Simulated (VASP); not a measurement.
# Nd (Im-3m) in VASP: notebook

Nd is run at these levels: PBE, r2SCAN; tasks: single point.

All numbers are computed with VASP 6.6.1; they aren't measurements. Logs are shortened: lines on timing, memory, paths and dates and some standing lists are left out, and cuts for length are marked.

## (1) The cell of the first run

It takes space group Im-3m (No. 229, cubic). Conventional cell: a = 4.089 Å, b = 4.089 Å, c = 4.089 Å, α = 90.00°, β = 90.00°, γ = 90.00°. Within 4.7 Å of Nd (site symmetry m-3m) lie 14 Nd at 3.54 to 4.09 Å.

This isn't the form of Nd at room conditions, which is double hcp.

## (2) Single point, PBE, collinear spin, ferromagnetic start

INCAR reads:

```
PREC     = Accurate       # precision mode
ENCUT    = 520            # plane-wave cutoff, eV
EDIFF    = 1E-6           # SCF threshold, eV
ISMEAR   = 0              # smearing method
SIGMA    = 0.05           # smearing width, eV
LREAL    = F              # projectors in reciprocal space
LASPH    = T              # aspherical terms in the spheres
NELM     = 150            # most SCF steps
ALGO     = Normal         # electronic algorithm
ISIF     = 2              # what is computed and relaxed
LWAVE    = F              # write WAVECAR
LCHARG   = F              # write CHGCAR
ISPIN    = 2              # spin polarisation
MAGMOM   = 3              # initial moments
LORBIT   = 11             # projections on sites
LMAXMIX  = 6              # l up to which the mixer works
GGA      = PE             # functional
NBANDS   = 17             # bands
```

KPOINTS reads:

```
regular mesh
0
Gamma
  8 8 8
```

POSCAR reads:

```
Nd
1.0
   -2.0446324983      2.0446324983      2.0446324983
    2.0446324983     -2.0446324983      2.0446324983
    2.0446324983      2.0446324983     -2.0446324983
Nd
1
Direct
    0.0000000000      0.0000000000      0.0000000000
```

Potentials or basis: VASP PAW PBE potentials, release 64 (Nd).

Started as:

```console
$ cat potpaw_PBE.64/Nd/POTCAR > POTCAR
$ mpirun -np 1 vasp_std > vasp.out
```

OUTCAR:

```text
PREC = Accurate
   ENCUT = 520
   EDIFF = 1E-6
   ISMEAR = 0
   LREAL = F
   LASPH = T
   NELM = 150
   ISIF = 2
   ISPIN = 2
   LORBIT = 11
   GGA = PE

 ion  position               nearest neighbor table
   1  0.000  0.000  0.000-

  LATTYP: Found a body centered cubic cell.
 ALAT       =     4.0892649966

  Lattice vectors:

 A1 = (  -2.0446324983,   2.0446324983,   2.0446324983)
 A2 = (   2.0446324983,  -2.0446324983,   2.0446324983)
 A3 = (   2.0446324983,   2.0446324983,  -2.0446324983)

Analysis of symmetry for initial positions (statically):
=====================================================================
 Subroutine PRICEL returns:
 Original cell was already a primitive cell.

 Routine SETGRP: Setting up the symmetry group for a
 body centered cubic supercell.

 Subroutine GETGRP returns: Found 48 space group operations
 (whereof 48 operations were pure point group operations)
 out of a pool of 48 trial point group operations.

The static configuration has the point symmetry O_h .

Analysis of symmetry for dynamics (positions and initial velocities):
=====================================================================
 Subroutine PRICEL returns:
 Original cell was already a primitive cell.

 Routine SETGRP: Setting up the symmetry group for a
 body centered cubic supercell.

 Subroutine GETGRP returns: Found 48 space group operations
 (whereof 48 operations were pure point group operations)
 out of a pool of 48 trial point group operations.

The dynamic configuration has the point symmetry O_h .

Analysis of structural, dynamic, and magnetic symmetry:
=====================================================================
 Subroutine PRICEL returns:
 Original cell was already a primitive cell.

 Routine SETGRP: Setting up the symmetry group for a
 body centered cubic supercell.

 Subroutine GETGRP returns: Found 48 space group operations
 (whereof 48 operations were pure point group operations)
 out of a pool of 48 trial point group operations.

The overall configuration has the point symmetry O_h .

 Subroutine INISYM returns: Found 48 space group operations
 (whereof 48 operations are pure point group operations),
 and found     1 'primitive' translations

----------------------------------------------------------------------------------------

                                     Primitive cell

  volume of cell :      34.1905

  direct lattice vectors                    reciprocal lattice vectors
    -2.044632498  2.044632498  2.044632498     0.000000000  0.244542724  0.244542724
     2.044632498 -2.044632498  2.044632498     0.244542724  0.000000000  0.244542724
     2.044632498  2.044632498 -2.044632498     0.244542724  0.244542724  0.000000000

  length of vectors
     3.541407370  3.541407370  3.541407370     0.345835636  0.345835636  0.345835636

  position of ions in fractional coordinates (direct lattice)
     0.000000000  0.000000000  0.000000000

  ion indices of the primitive-cell ions
   primitive index   ion index
                 1           1

----------------------------------------------------------------------------------------

 KPOINTS: regular mesh

Automatic generation of k-mesh.
 Grid dimensions read from file:
 generate k-points for:    8    8    8

 Generating k-lattice:

  Cartesian coordinates                     Fractional coordinates (reciprocal lattice)
     0.000000000  0.030567840  0.030567840     0.125000000  0.000000000  0.000000000
     0.030567840  0.000000000  0.030567840     0.000000000  0.125000000  0.000000000
     0.030567840  0.030567840  0.000000000     0.000000000  0.000000000  0.125000000

  Length of vectors
     0.043229455  0.043229455  0.043229455

  Shift w.r.t. Gamma in fractional coordinates (k-lattice)
     0.000000000  0.000000000  0.000000000

 Subroutine IBZKPT returns following result:
 ===========================================

 Found     29 irreducible k-points:

 Following reciprocal coordinates:
            Coordinates               Weight
  0.000000  0.000000  0.000000      1.000000
  0.125000  0.000000  0.000000     12.000000
  0.250000  0.000000  0.000000     12.000000
  0.375000  0.000000  0.000000     12.000000
  0.500000  0.000000  0.000000      6.000000
  0.125000  0.125000  0.000000     24.000000
[... 16 lines left out ...]
 -0.250000  0.250000  0.250000      6.000000
 -0.375000  0.375000  0.250000     24.000000
 [... further k-points ...]
   k-points           NKPTS =     29   k-points in BZ     NKDIM =     29   number of bands    NBANDS=     17
   number of dos      NEDOS =    301   number of ions     NIONS =      1
   total plane-waves  NPLWV =  21952
   dimension x,y,z NGX =    28 NGY =   28 NGZ =   28
   dimension x,y,z NGXF=    56 NGYF=   56 NGZF=   56
   ions per type =               1
   NGX,Y,Z   is equivalent  to a cutoff of  13.14, 13.14, 13.14 a.u.
   NGXF,Y,Z  is equivalent  to a cutoff of  26.29, 26.29, 26.29 a.u.
 SYSTEM =  unknown system
   PREC   = accura    normal or accurate (medium, high low for compatibility)
   ISTART =      0    job   : 0-new  1-cont  2-samecut
   ICHARG =      2    charge: 1-file 2-atom 10-const
   ISPIN  =      2    spin polarized calculation?
   LNONCOLLINEAR =      F non collinear calculations
   LSORBIT =      F    spin-orbit coupling
   LASPH  =      T    aspherical Exc in radial PAW
   ENCUT  =  520.0 eV  38.22 Ry    6.18 a.u.   6.58  6.58  6.58*2*pi/ulx,y,z
   NELM   =    150;   NELMIN=  2; NELMDL= -5     # of ELM steps
   EDIFF  = 0.1E-05   stopping-criterion for ELM
   LREAL  =      F    real-space projection
   EDIFFG = 0.1E-04   stopping-criterion for IOM
   NSW    =      0    number of steps for IOM
   IBRION =     -1    ionic relax: 0-MD 1-quasi-New 2-CG
   NFREE  =      0    steps in history (QN), initial steepest desc. (CG)
   ISIF   =      2    stress and relaxation
   ISYM   =      2    0-nonsym 1-usesym 2-fastsym
   POTIM  = 0.5000    time-step for ionic-motion
   TEBEG  =    0.0;   TEEND  =   0.0 temperature during run
   PSTRESS=    0.0 pullay stress
   NELECT =      14.0000    total number of electrons
   NUPDOWN=      -1.0000    fix difference up-down
   EMIN   =  10.00;   EMAX   =-10.00  energy-range for DOS
   EFERMI =   0.00;   METHOD = LEGACY
   ISMEAR =     0;   SIGMA  =   0.05  broadening in eV -4-tet -1-fermi 0-gaus
   EFERMI_NEDOS =   21; number of points for ismear=-14 and -15
   IALGO  =     38    algorithm
   IMIX   =      4    mixing-type and parameters
     AMIX     =   0.40;   BMIX     =  1.00
     AMIX_MAG =   1.60;   BMIX_MAG =  1.00
  volume/ion in A,a.u.               =      34.19       230.73
  Fermi-wavevector in a.u.,A,eV,Ry     =   1.215670  2.297283 20.107408  1.477853
  Thomas-Fermi vector in A             =   2.351049
   LORBIT       =     11    0 simple, 1 ext, 2 COOP (PROOUT), +10 PAW based schemes
   GGA     = PE    functional components
   LHFCALC =     F    Hartree Fock is set to
   AEXX    =    0.0000 exact exchange contribution
   IVDW    =     0    specifies the selected vdW correction
   LEPSILON=     F    determine dielectric tensor
   LRPA    =     F    only Hartree local field effects (RPA)
 spin polarized calculation
 Gauss-broadening in eV      SIGMA  =   0.05
  energy-cutoff  :      520.00
  volume of cell :       34.19
 maximum number of plane-waves:       939
 NGX is ok and might be reduce to    28
   NGX = 13   NGY = 13   NGZ = 13

 number of electron      14.0000006 magnetization       3.9651493

 Free energy of the ion-electron system (eV)
  ---------------------------------------------------
  ext. energy  EPLUGINS =         0.00000000
  ---------------------------------------------------
  free energy    TOTEN  =        -6.36209275 eV

  energy without entropy =       -6.35315669  energy(sigma->0) =       -6.35762472

 E-fermi :   4.6559     XC(G=0):  -9.8934

 val. band max:        4.6559045852   @ k =   0.3750   0.1250   0.1250
 cond. band min:       4.6571841525   @ k =  -0.3750  -0.3750   0.1250
 fundamental gap:      0.0012795673
 Fermi energy:         4.6559107438

 spin component 1

 k-point     1 :       0.0000    0.0000    0.0000
  band No.  band energies     occupation
      1     -32.6285      1.00000
      2     -13.2694      1.00000
      3     -13.2694      1.00000
      4     -13.2694      1.00000
      5       0.6790      1.00000
      6       4.4949      1.00000
[... 9 lines left out ...]
     16       8.6166      0.00000
     17       8.6166      0.00000

 k-point     2 :       0.1250    0.0000    0.0000
  band No.  band energies     occupation
      1     -32.6066      1.00000
      2     -13.4612      1.00000
      3     -13.3260      1.00000
      4     -13.2715      1.00000
      5       1.1582      1.00000
      6       4.4120      1.00000
[... 9 lines left out ...]
     16       8.2778      0.00000
     17       8.6787      0.00000
[... 421 lines left out ...]
 k-point    24 :      -0.3750    0.3750    0.2500
  band No.  band energies     occupation
      1     -32.4416      1.00000
      2     -14.1506      1.00000
      3     -13.8058      1.00000
      4     -13.7059      1.00000
      5       3.6488      1.00000
      6       3.9660      1.00000
[... 9 lines left out ...]
     16       9.9927      0.00000
     17      10.0274      0.00000

 [... further k-points ...]

 spin component 2

 k-point     1 :       0.0000    0.0000    0.0000
  band No.  band energies     occupation
      1     -31.0042      1.00000
      2     -11.9707      1.00000
      3     -11.9707      1.00000
      4     -11.9707      1.00000
      5       1.4296      1.00000
      6       6.4596      0.00000
[... 9 lines left out ...]
     16       9.4399      0.00000
     17       9.4399      0.00000

 k-point     2 :       0.1250    0.0000    0.0000
  band No.  band energies     occupation
      1     -30.9801      1.00000
      2     -12.1787      1.00000
      3     -12.0310      1.00000
      4     -11.9732      1.00000
      5       1.9203      1.00000
      6       6.2278      0.00000
[... 9 lines left out ...]
     16       9.1367      0.00000
     17       9.5313      0.00000
[... 421 lines left out ...]
 k-point    24 :      -0.3750    0.3750    0.2500
  band No.  band energies     occupation
      1     -30.7988      1.00000
      2     -12.9172      1.00000
      3     -12.5423      1.00000
      4     -12.4375      1.00000
      5       4.3984      1.00000
      6       4.7840      0.00015
[... 9 lines left out ...]
     16      10.9833      0.00000
     17      11.0019      0.00000

 [... further k-points ...]

------------------------ aborting loop because EDIFF is reached ----------------------------------------

  FORCE on cell =-STRESS in cart. coord.  units (eV):
  Direction    XX          YY          ZZ          XY          YZ          ZX
  --------------------------------------------------------------------------------------
  -------------------------------------------------------------------------------------
  Total        0.1577665      0.1577665      0.1577665      0.0000000      0.0000000     -0.0000000
  in kB        7.3929825      7.3929825      7.3929825      0.0000000      0.0000000     -0.0000000
  external PRESSURE =       7.3929825 kB  Pullay stress =       0.0000000 kB

 VOLUME and BASIS-vectors are now :
 -----------------------------------------------------------------------------
  energy-cutoff  :      520.00
  volume of cell :       34.19
      direct lattice vectors                 reciprocal lattice vectors
    -2.044632498  2.044632498  2.044632498     0.000000000  0.244542724  0.244542724
     2.044632498 -2.044632498  2.044632498     0.244542724  0.000000000  0.244542724
     2.044632498  2.044632498 -2.044632498     0.244542724  0.244542724  0.000000000

 POSITION                                       TOTAL-FORCE (eV/Angst)
 -----------------------------------------------------------------------------------
      0.00000      0.00000      0.00000         0.000000      0.000000      0.000000
 -----------------------------------------------------------------------------------
    total drift:                               -0.000000     -0.000000     -0.000000

  FREE ENERGIE OF THE ION-ELECTRON SYSTEM (eV)
  ---------------------------------------------------
  free  energy   TOTEN  =        -6.3620927483 eV

  energy  without entropy=       -6.3531566871  energy(sigma->0) =       -6.35762472

 total charge

# of ion       s       p       d       f       tot
--------------------------------------------------
    1        2.027   5.371   0.542   3.295  11.235

 magnetization (x)

# of ion       s       p       d       f       tot
--------------------------------------------------
    1       -0.009  -0.099   0.171   3.270   3.334
```

Wall time 1.9 min (1 thread of Intel Xeon Platinum 8259CL at 2.50GHz (Skylake/Cascade Lake), shared host); peak memory 0.19 GiB.

Results:

| Item | Value |
| --- | --- |
| Free energy | -6.3621 eV |
| Pressure | 0.7 GPa |
| Band gap on the k mesh | zero (filled and empty bands overlap) |
| Net moment | 3.97 μB per cell |
| Site moments | Nd +3.33 μB |
| Valence electrons inside the program's atomic spheres | Nd 11.23 |

Caveat: the magnetic or orbital state may not be the lowest; spin-orbit coupling is left out, which moves the levels of the heavy elements; semilocal functionals describe open f shells poorly, which spoils levels, moments and volumes. The state reached can hang on the start; a lower one may exist.

## (3) Single point, r2SCAN, collinear spin, ferromagnetic start

This run uses another cell than the first one, of 34.34 Å³/atom.

POSCAR reads:

```
Nd
1.0
   -2.0476704048      2.0476704048      2.0476704048
    2.0476704048     -2.0476704048      2.0476704048
    2.0476704048      2.0476704048     -2.0476704048
Nd
1
Direct
    0.0000000000      0.0000000000      0.0000000000
```

INCAR.step1 reads:

```
PREC = Accurate
ENCUT = 520
ISMEAR = 0
SIGMA = 0.05
LREAL = False
LASPH = True
NELM = 150
ISPIN = 2
MAGMOM = 3
LMAXMIX = 6
NBANDS = 17
GGA = PE
ALGO = Normal
EDIFF = 1E-4
LWAVE = True
LCHARG = False
```

INCAR.step2 reads:

```
PREC = Accurate
ENCUT = 520
EDIFF = 1E-6
ISMEAR = 0
SIGMA = 0.05
LREAL = False
LASPH = True
NELM = 150
ALGO = Normal
ISIF = 2
LWAVE = False
LCHARG = False
ISPIN = 2
MAGMOM = 3
LORBIT = 11
LMAXMIX = 6
METAGGA = R2SCAN
LMIXTAU = True
NBANDS = 17
ISTART = 1
```

KPOINTS reads:

```
regular mesh
0
Gamma
  14 14 14
```

Potentials or basis: VASP PAW PBE potentials, release 64 (Nd).

Started as:

```console
$ cat potpaw_PBE.64/Nd/POTCAR > POTCAR
$ cp INCAR.step1 INCAR
$ mpirun -np 1 vasp_std > vasp.out
$ cp INCAR.step2 INCAR
$ mpirun -np 1 vasp_std > vasp.out
```

Run time: 13 min. Hardware: 1 thread of Intel Xeon Platinum 8259CL at 2.50GHz (Skylake/Cascade Lake), shared host; peak memory 0.26 GiB.

Results (log left out):

```yaml
Free_energy: -32.8323 eV
Pressure: 1.4 GPa
Net_moment: 3.79 μB per cell
Site_moments: Nd +3.05 μB
Valence_electrons_inside_the_program's_atomic_spheres: Nd 11.06
```

Levels at points of the mesh, in eV from the Fermi level:
Spin up:
```csv
k point,band 5,band 6,band 7,band 8,band 9,band 10,band 11,band 12,band 13,band 14
"(0.00, 0.00, 0.00)",-4.41,-2.20,-2.20,-2.20,0.34,0.34,0.34,1.38,1.60,1.60
"(0.50, 0.00, 0.00)",-2.31,-2.10,-1.96,-1.95,-0.26,0.10,0.19,0.28,1.11,2.16
"(0.50, 0.50, 0.50)",-2.24,-2.24,-1.86,-1.86,-1.86,0.11,0.11,0.11,0.85,6.09
```
Spin down:
| k point | band 3 | band 4 | band 5 | band 6 | band 7 | band 8 |
| --- | --- | --- | --- | --- | --- | --- |
| (0.00, 0.00, 0.00) | -17.86 | -17.86 | -3.47 | 2.09 | 2.09 | 2.09 |
| (0.50, 0.00, 0.00) | -18.24 | -17.89 | -1.46 | 0.74 | 1.70 | 1.77 |
| (0.50, 0.50, 0.50) | -18.68 | -18.68 | -1.62 | -1.62 | 1.61 | 1.76 |

Caveat: the magnetic or orbital state may not be the lowest; the PAW data sets were made with another functional, which shifts forces and pressure a little; spin-orbit coupling is left out, which moves the levels of the heavy elements; semilocal functionals describe open f shells poorly, which spoils levels, moments and volumes. The state reached can hang on the start; a lower one may exist.

(Continued in part 2 of 2.)
